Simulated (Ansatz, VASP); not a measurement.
## One calculation of As2I3, two programs

```xyz
5
Lattice="4.6543 0.0000 0.0000 -2.3271 4.0307 0.0000 0.0000 0.0000 9.7272" Properties=species:S:1:pos:R:3 pbc="T T T"
As    0.0000    2.6871    1.5739
As    2.3271    1.3436    8.1534
I     0.0000    0.0000    0.0000
I     0.0000    2.6871    6.8474
I     2.3271    1.3436    2.8799
```

Alike in both runs: functional PBE; k mesh 12 × 12 × 4; occupations gaussian, width 0.1 eV; no spin polarisation.

Ansatz relaxed the structure, and its values are those at the end. VASP's run is a single point on that final structure, the one shown.

|  | VASP | Ansatz |
| --- | --- | --- |
| version | VASP 6.6.1 | Ansatz 0.2.0 |
| potentials or method | VASP PAW PBE potentials, release 64 (As, I), cutoff 520 eV | scalar-relativistic, plane waves, PAW |
| valence electrons in the cell | 31 | 81 |

|  | VASP | Ansatz | Ansatz less VASP |
| --- | --- | --- | --- |
| gap on the k mesh at the Fermi level (eV) | none | none | - |
| pressure (GPa) | 0.0 | 0.0 | +0.02 |

A gap of «none» marks a metal or a gap that the smearing closes. The functional is the same, so the differences come from potentials, cutoffs and numerics. VASP's potentials hold 31 valence electrons a cell and Ansatz's 81, so a difference there can come from the potentials and not from the codes.

Neither program's run includes spin-orbit coupling.
